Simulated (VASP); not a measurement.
# BeTe (F-43m) in VASP: G0W0 quasiparticle levels with PBE

Aim: the G0W0 quasiparticle levels of BeTe with PBE.

All numbers are computed with VASP 6.6.1; they aren't measurements. Logs are shortened: lines on timing, memory, paths and dates and some standing lists are left out, and cuts for length are marked.

**1. The cell of the first run**

Symmetry: F-43m, No. 216, cubic system. The conventional cell has a = 5.657 Å, b = 5.657 Å, c = 5.657 Å, α = 90.00°, β = 90.00°, γ = 90.00°. Within 3.2 Å of Be (site symmetry -43m) lie 4 Te at 2.45 Å. Te (site symmetry -43m) has 4 Be at 2.45 Å within 3.2 Å.

**2. G0W0 quasiparticle levels, PBE**

File POSCAR:

```
BeTe
1.0
    0.0000000000      2.8286228834      2.8286228834
    2.8286228834      0.0000000000      2.8286228834
    2.8286228834      2.8286228834      0.0000000000
Be Te
1 1
Direct
    0.0000000000      0.0000000000      0.0000000000
    0.2500000000      0.2500000000      0.2500000000
```

File INCAR.step1:

```
PREC     = Accurate       # precision mode
ENCUT    = 500            # plane-wave cutoff, eV
EDIFF    = 1E-8           # SCF threshold, eV
ISMEAR   = 0              # smearing method
SIGMA    = 0.01           # smearing width, eV
LREAL    = False          # projectors in reciprocal space
LASPH    = True           # aspherical terms in the spheres
NELM     = 100            # most SCF steps
ALGO     = Normal         # electronic algorithm
LWAVE    = True           # write WAVECAR
LCHARG   = False          # write CHGCAR
GGA      = PE             # functional
```

File INCAR.step2:

```
PREC     = Accurate       # precision mode
ENCUT    = 500            # plane-wave cutoff, eV
EDIFF    = 1E-8           # SCF threshold, eV
ISMEAR   = 0              # smearing method
SIGMA    = 0.01           # smearing width, eV
LREAL    = False          # projectors in reciprocal space
LASPH    = True           # aspherical terms in the spheres
NELM     = 1              # most SCF steps
ALGO     = Exact          # electronic algorithm
LWAVE    = True           # write WAVECAR
LCHARG   = False          # write CHGCAR
GGA      = PE             # functional
NBANDS   = 174            # bands
LOPTICS  = True           # frequency-dependent dielectric function
ISTART   = 1
```

File INCAR.step3:

```
PREC     = Accurate       # precision mode
ENCUT    = 500            # plane-wave cutoff, eV
EDIFF    = 1E-8           # SCF threshold, eV
ISMEAR   = 0              # smearing method
SIGMA    = 0.01           # smearing width, eV
LREAL    = False          # projectors in reciprocal space
LASPH    = True           # aspherical terms in the spheres
ALGO     = EVGW0          # electronic algorithm
LWAVE    = False          # write WAVECAR
LCHARG   = False          # write CHGCAR
GGA      = PE             # functional
NELMGW   = 1            
NBANDS   = 174            # bands
ENCUTGW  = 140.0          # cutoff of the response function
NOMEGA   = 96             # frequency points
PRECFOCK = Fast         
ISTART   = 1            
NBANDSGW = 12           
OMEGAMAX = 20
```

File KPOINTS:

```
regular mesh
0
Gamma
  4 4 4
```

Potentials or basis: VASP PAW PBE potentials, release 64 (Be_GW, Te_GW).

Started as:

```sh
> cat potpaw_PBE.64/Be_GW/POTCAR potpaw_PBE.64/Te_GW/POTCAR > POTCAR
> cp INCAR.step1 INCAR
> mpirun -np 1 vasp_std > vasp.out
> cp INCAR.step2 INCAR
> mpirun -np 1 vasp_std > vasp.out
> cp INCAR.step3 INCAR
> mpirun -np 1 vasp_std > vasp.out
```

OUTCAR:

```text
PREC = Accurate
   ENCUT = 500
   EDIFF = 1E-8
   ISMEAR = 0
   LREAL = False
   LASPH = True
   GGA = PE
   NELMGW = 1
   ENCUTGW = 140.0
   PRECFOCK = Fast
   ISTART = 1

 ion  position               nearest neighbor table
   1  0.000  0.000  0.000-   2 2.45   2 2.45   2 2.45   2 2.45
   2  0.250  0.250  0.250-   1 2.45   1 2.45   1 2.45   1 2.45

  LATTYP: Found a face centered cubic cell.
 ALAT       =     5.6572457668

  Lattice vectors:

 A1 = (   0.0000000000,   2.8286228834,   2.8286228834)
 A2 = (   2.8286228834,   0.0000000000,   2.8286228834)
 A3 = (   2.8286228834,   2.8286228834,   0.0000000000)

Analysis of symmetry for initial positions (statically):
=====================================================================
 Subroutine PRICEL returns:
 Original cell was already a primitive cell.

 Routine SETGRP: Setting up the symmetry group for a
 face centered cubic supercell.

 Subroutine GETGRP returns: Found 24 space group operations
 (whereof 24 operations were pure point group operations)
 out of a pool of 48 trial point group operations.

The static configuration has the point symmetry T_d .

Analysis of symmetry for dynamics (positions and initial velocities):
=====================================================================
 Subroutine PRICEL returns:
 Original cell was already a primitive cell.

 Routine SETGRP: Setting up the symmetry group for a
 face centered cubic supercell.

 Subroutine GETGRP returns: Found 24 space group operations
 (whereof 24 operations were pure point group operations)
 out of a pool of 48 trial point group operations.

The dynamic configuration has the point symmetry T_d .

 Subroutine INISYM returns: Found 24 space group operations
 (whereof 24 operations are pure point group operations),
 and found     1 'primitive' translations

----------------------------------------------------------------------------------------

                                     Primitive cell

  volume of cell :      45.2642

  direct lattice vectors                    reciprocal lattice vectors
     0.000000000  2.828622883  2.828622883    -0.176764461  0.176764461  0.176764461
     2.828622883  0.000000000  2.828622883     0.176764461 -0.176764461  0.176764461
     2.828622883  2.828622883  0.000000000     0.176764461  0.176764461 -0.176764461

  length of vectors
     4.000276845  4.000276845  4.000276845     0.306165028  0.306165028  0.306165028

  position of ions in fractional coordinates (direct lattice)
     0.000000000  0.000000000  0.000000000
     0.250000000  0.250000000  0.250000000

  ion indices of the primitive-cell ions
   primitive index   ion index
                 1           1
                 2           2

----------------------------------------------------------------------------------------

 KPOINTS: regular mesh

Automatic generation of k-mesh.
 Grid dimensions read from file:
 generate k-points for:    4    4    4

 Generating k-lattice:

  Cartesian coordinates                     Fractional coordinates (reciprocal lattice)
    -0.044191115  0.044191115  0.044191115     0.250000000  0.000000000  0.000000000
     0.044191115 -0.044191115  0.044191115     0.000000000  0.250000000  0.000000000
     0.044191115  0.044191115 -0.044191115     0.000000000  0.000000000  0.250000000

  Length of vectors
     0.076541257  0.076541257  0.076541257

  Shift w.r.t. Gamma in fractional coordinates (k-lattice)
     0.000000000  0.000000000  0.000000000

 Subroutine IBZKPT returns following result:
 ===========================================

 Found      8 irreducible k-points:

 Following reciprocal coordinates:
            Coordinates               Weight
  0.000000  0.000000  0.000000      1.000000
  0.250000  0.000000  0.000000      8.000000
  0.500000  0.000000  0.000000      4.000000
  0.250000  0.250000  0.000000      6.000000
  0.500000  0.250000  0.000000     24.000000
 -0.250000  0.250000  0.000000     12.000000
  0.500000  0.500000  0.000000      3.000000
 -0.250000  0.500000  0.250000      6.000000
   k-points           NKPTS =      8   k-points in BZ     NKDIM =     64   number of bands    NBANDS=    174
   number of dos      NEDOS =    301   number of ions     NIONS =      2
   total plane-waves  NPLWV =  27000
   dimension x,y,z NGX =    30 NGY =   30 NGZ =   30
   dimension x,y,z NGXF=    60 NGYF=   60 NGZF=   60
   ions per type =               1   1
   NGX,Y,Z   is equivalent  to a cutoff of  12.47, 12.47, 12.47 a.u.
   NGXF,Y,Z  is equivalent  to a cutoff of  24.94, 24.94, 24.94 a.u.
 SYSTEM =  unknown system
   PREC   = accura    normal or accurate (medium, high low for compatibility)
   ISTART =      1    job   : 0-new  1-cont  2-samecut
   ICHARG =      0    charge: 1-file 2-atom 10-const
   ISPIN  =      1    spin polarized calculation?
   LNONCOLLINEAR =      F non collinear calculations
   LSORBIT =      F    spin-orbit coupling
   LASPH  =      T    aspherical Exc in radial PAW
   ENCUT  =  500.0 eV  36.75 Ry    6.06 a.u.   7.29  7.29  7.29*2*pi/ulx,y,z
   NELM   =     60;   NELMIN=  2; NELMDL=  0     # of ELM steps
   EDIFF  = 0.1E-07   stopping-criterion for ELM
   LREAL  =      F    real-space projection
   EDIFFG = 0.1E-06   stopping-criterion for IOM
   NSW    =      0    number of steps for IOM
   IBRION =     -1    ionic relax: 0-MD 1-quasi-New 2-CG
   NFREE  =      0    steps in history (QN), initial steepest desc. (CG)
   ISIF   =      0    stress and relaxation
   ISYM   =      3    0-nonsym 1-usesym 2-fastsym
   POTIM  = 0.5000    time-step for ionic-motion
   TEBEG  =    0.0;   TEEND  =   0.0 temperature during run
   PSTRESS=    0.0 pullay stress
   NELECT =       8.0000    total number of electrons
   NUPDOWN=      -1.0000    fix difference up-down
   EMIN   =  10.00;   EMAX   =-10.00  energy-range for DOS
   EFERMI =   0.00;   METHOD = LEGACY
   ISMEAR =     0;   SIGMA  =   0.01  broadening in eV -4-tet -1-fermi 0-gaus
   EFERMI_NEDOS =   21; number of points for ismear=-14 and -15
   IALGO  =     38    algorithm
   IMIX   =      4    mixing-type and parameters
     AMIX     =   0.40;   BMIX     =  1.00
     AMIX_MAG =   1.60;   BMIX_MAG =  1.00
  volume/ion in A,a.u.               =      22.63       152.73
  Fermi-wavevector in a.u.,A,eV,Ry     =   0.918727  1.736142 11.484122  0.844059
  Thomas-Fermi vector in A             =   2.043841
   LORBIT       =      0    0 simple, 1 ext, 2 COOP (PROOUT), +10 PAW based schemes
   GGA     = PE    functional components
   LHFCALC =     T    Hartree Fock is set to
   PRECFOCK=fast      Normal, Fast or Accurate (Low or Medium for compatibility)
   ENCUT4O =  -1.0   cutoff for four orbital integrals eV
   NKREDX  =     1    reduce k-point grid by
   NKREDY  =     1    reduce k-point grid by
   NKREDZ  =     1    reduce k-point grid by
   AEXX    =    1.0000 exact exchange contribution
   HFSCREEN=    0.0000 screening length (either q_TF or 0.3 A-1)
   HFSCREENC=   0.0000 screening length for correlation (either q_TF or 0.3 A-1)
   ENCUTFOCK=  -1.0 apply spherical cutoff to Coloumb kernel
   IVDW    =     0    specifies the selected vdW correction
   LEPSILON=     F    determine dielectric tensor
   LRPA    =     F    only Hartree local field effects (RPA)
   LRPAFORCE           =     F    calculate RPA forces
   ENCUTGW             = 140.0    cutoff for response function in eV
   ENCUTGWSOFT         = 112.0    soft cutoff for Coulomb kernel in GW response function in eV
   ENCUTLF             =  -1.0    cutoff for local field effects
   NELMGW              =     1    number of iterations in solving QP/BSE equation
   NELMHF              =     1    number of iterations in the inner HF iteration
   NKREDLFX            =     1    NKREDLFY  =   1   NKREDLFZ  =   1
 non-spin polarized calculation
 Gauss-broadening in eV      SIGMA  =   0.01
  energy-cutoff  :      500.00
  volume of cell :       45.26
 maximum number of plane-waves:      1174
 NGX is ok and might be reduce to    30
  NGX = 18; NGY = 18; NGZ = 18
   NGX = 15   NGY = 15   NGZ = 15
 maximum number of plane-waves:       176
 NGX is ok and might be reduce to    18

 QP shifts <psi_nk| G(iteration)W_0 |psi_nk>: iteration 1
 for sc-GW calculations column KS-energies equals QP-energies in previous step
 and V_xc(KS)=  KS-energies - (<T + V_ion + V_H > + <T+V_H+V_ion>^1  + <V_x>^1)

 k-point   1 :       0.0000    0.0000    0.0000
  band No.  KS-energies  QP-energies   sigma(KS)   V_xc(KS)     V^pw_x(r,r')   Z            occupation Imag(sigma)

      1      -7.4965      -8.3340     -11.9474     -10.7681     -17.5914       0.7102       2.0000       1.1084
      2       4.7129       3.9705     -12.0120     -11.0635     -12.9600       0.7826       2.0000       0.0252
      3       4.7129       3.9705     -12.0120     -11.0635     -12.9600       0.7826       2.0000       0.0252
      4       4.7129       3.9705     -12.0120     -11.0635     -12.9600       0.7826       2.0000       0.0252
      5       8.3283       8.6109      -8.9369      -9.3031      -4.7419       0.7720       0.0000      -0.0648
      6       8.3283       8.6109      -8.9369      -9.3031      -4.7419       0.7720       0.0000      -0.0648
      7       8.3283       8.6109      -8.9369      -9.3031      -4.7419       0.7720       0.0000      -0.0648
      8       8.4320       8.8660      -9.0533      -9.6118      -4.6733       0.7769       0.0000      -0.0622
      9      13.0032      12.9858      -7.8394      -7.8160      -2.4124       0.7442       0.0000      -0.1783
     10      15.1050      15.2749      -8.9559      -9.1813      -3.7436       0.7534       0.0000      -0.2203
     11      15.1050      15.2749      -8.9559      -9.1813      -3.7436       0.7534       0.0000      -0.2203
     12      15.9979      16.0716      -7.6671      -7.7648      -2.0951       0.7545       0.0000      -0.2847

 k-point   2 :       0.2500    0.0000    0.0000
  band No.  KS-energies  QP-energies   sigma(KS)   V_xc(KS)     V^pw_x(r,r')   Z            occupation Imag(sigma)
[... 97 lines left out ...]
      1      -5.6706      -6.2753     -12.3668     -11.5104     -17.3361       0.7061       2.0000       0.7619
      2       0.1769      -0.7398     -11.3231     -10.0532     -13.9670       0.7219       2.0000       0.1006
      3       1.0848       0.2085     -10.9355      -9.7636     -12.9718       0.7478       2.0000       0.0632
      4       1.5630       0.7239     -10.8847      -9.7700     -12.6766       0.7528       2.0000       0.0523
      5      10.0004      10.0353      -8.5985      -8.6434      -4.3096       0.7759       0.0000      -0.0782
      6      10.2382      10.6142      -8.7650      -9.2661      -3.7738       0.7501       0.0000      -0.0958
      7      10.2839      10.4464      -8.4395      -8.6521      -3.8019       0.7644       0.0000      -0.0847
      8      10.8478      11.1114      -9.5350      -9.8871      -4.6534       0.7486       0.0000      -0.1088
      9      15.6396      15.9223      -9.3196      -9.7084      -3.1897       0.7270       0.0000      -0.3677
     10      16.3396      16.4854      -9.6261      -9.8244      -3.5007       0.7353       0.0000      -0.4548
     11      17.6552      17.8837      -8.8648      -9.1704      -2.7369       0.7474       0.0000      -0.4895
     12      18.5582      18.7633      -9.0139      -9.2815      -2.8642       0.7667       0.0000      -0.6550
```

Wall time 5.9 min (1 thread of Intel Xeon 8259CL, shared host); peak memory 0.46 GiB.

What came out:

```yaml
Quasiparticle_gap: 2.80 eV
Least_direct_quasiparticle_gap: 4.64 eV
Band_gap_of_the_starting_levels_on_the_mesh: 2.00 eV
Least_direct_gap_of_the_starting_levels_on_the_mesh: 3.62 eV
```

Caveat: the k points lie up to 0.48 Å⁻¹ apart; bands, screening cutoff and mesh are small and nothing is extrapolated, so the quasiparticle values aren't converged; spin-orbit coupling is left out, which moves the levels of the heavy elements.
